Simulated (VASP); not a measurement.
Set up this calculation in VASP 6.6.1, as the native input.

```yaml
Task: single point
Functional: PBE
Potentials_or_basis: VASP PAW PBE potentials, release 64 (La, Ti_sv, Ga_d, O)
Cutoff: 520 eV
k_mesh: 4 × 4 × 6
Occupations: fermi-dirac, width 0.05 eV
Spin: no spin polarisation
Dipole_correction: no
Further_INCAR_settings: ALGO = Normal; EDIFF = 1e-07; NBANDS = 53
```

The structure of LaTi2GaO6 lies in POSCAR:

```
LaTi2GaO6
1.0
    3.9162780000     -3.9392990000      0.0000000000
    3.9162780000      3.9392990000      0.0000000000
    0.0000000000      0.0000000000      3.9476950000
La Ti Ga O
1 2 1 6
Direct
    0.5000000000      0.5000000000      0.5000000000
    0.5000000000      0.0000000000      0.0000000000
    0.0000000000      0.5000000000      0.0000000000
    0.0000000000      0.0000000000      0.5000000000
    0.5000000000      0.0000000000      0.5000000000
    0.0000000000      0.5000000000      0.5000000000
    0.2903560000      0.2903560000      0.0000000000
    0.7096440000      0.7096440000      0.0000000000
    0.2378060000      0.7621940000      0.0000000000
    0.7621940000      0.2378060000      0.0000000000
```

One way to write it, as run:

INCAR

```
SYSTEM = LaTi2GaO6
PREC     = Accurate       ! precision mode
ENCUT    = 520            ! plane-wave cutoff, eV
EDIFF    = 1E-7           ! SCF threshold, eV
ISMEAR   = -1             ! smearing method
SIGMA    = 0.05           ! smearing width, eV
LREAL    = .FALSE.        ! projectors in reciprocal space
LASPH    = .TRUE.         ! aspherical terms in the spheres
NELM     = 60             ! most SCF steps
ALGO     = Normal         ! electronic algorithm
ISIF     = 2              ! what is computed and relaxed
LWAVE    = .FALSE.        ! write WAVECAR
LCHARG   = .FALSE.        ! write CHGCAR
GGA      = PE             ! functional
NBANDS   = 53             ! bands
```

KPOINTS

```
Automatic mesh
0
G
  4 4 6
  0 0 0
```

Potentials or basis: VASP PAW PBE potentials, release 64 (La, Ti_sv, Ga_d, O).

Launch:

```bash
$ cat potpaw_PBE.64/La/POTCAR potpaw_PBE.64/Ti_sv/POTCAR potpaw_PBE.64/Ga_d/POTCAR potpaw_PBE.64/O/POTCAR > POTCAR
$ mpirun -np 1 vasp_std > vasp.out
```

Results of the run:

| Property | Result |
| --- | --- |
| Pressure | -0.1 GPa |
| Largest force | 0.047 eV/Å |
| Band gap on the k mesh | 0.14 eV |

Caveat: spin-orbit coupling is left out, which moves the levels of the heavy elements.

It took 7.5 min on 1 thread of AMD EPYC 7R13 (shared host), peak memory 0.31 GiB.
